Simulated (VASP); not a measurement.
**Tl: single point with BLYP**

The system is Tl.

```xyz
1
Lattice="3.2884 0.0000 0.0000 0.0000 3.2884 0.0000 0.0000 0.0000 3.2884" Properties=species:S:1:pos:R:3 pbc="T T T"
Tl    0.0000    0.0000    0.0000
```

This cell differs from its parent crystal: volume scaled by 0.92.

| Quantity | Value |
| --- | --- |
| Program | VASP 6.6.1 |
| Task | single point |
| Functional | BLYP |
| Potentials or basis | VASP PAW PBE potentials, release 64 (Tl_d) |
| Cutoff | 520 eV |
| k mesh | 11 × 11 × 11 |
| Occupations | fermi-dirac, width 0.1 eV |
| Spin | no spin polarisation |

```
Pressure : 1.7 GPa
```

Levels at points of the mesh, in eV from the Fermi level:
```csv
k point,band 3,band 4,band 5,band 6,band 7,band 8,band 9,band 10
"(0.00, 0.00, 0.00)",-11.28,-11.28,-11.28,-9.17,6.16,6.16,6.16,9.29
```

Wall time 13 s on 1 thread of AMD EPYC 9R45 96-Core Processor (Zen 5), on a shared host, peak memory 0.12 GiB.

Caveat: the PAW data sets were made with another functional, which shifts forces and pressure a little; spin-orbit coupling is left out, which moves the levels of the heavy elements.
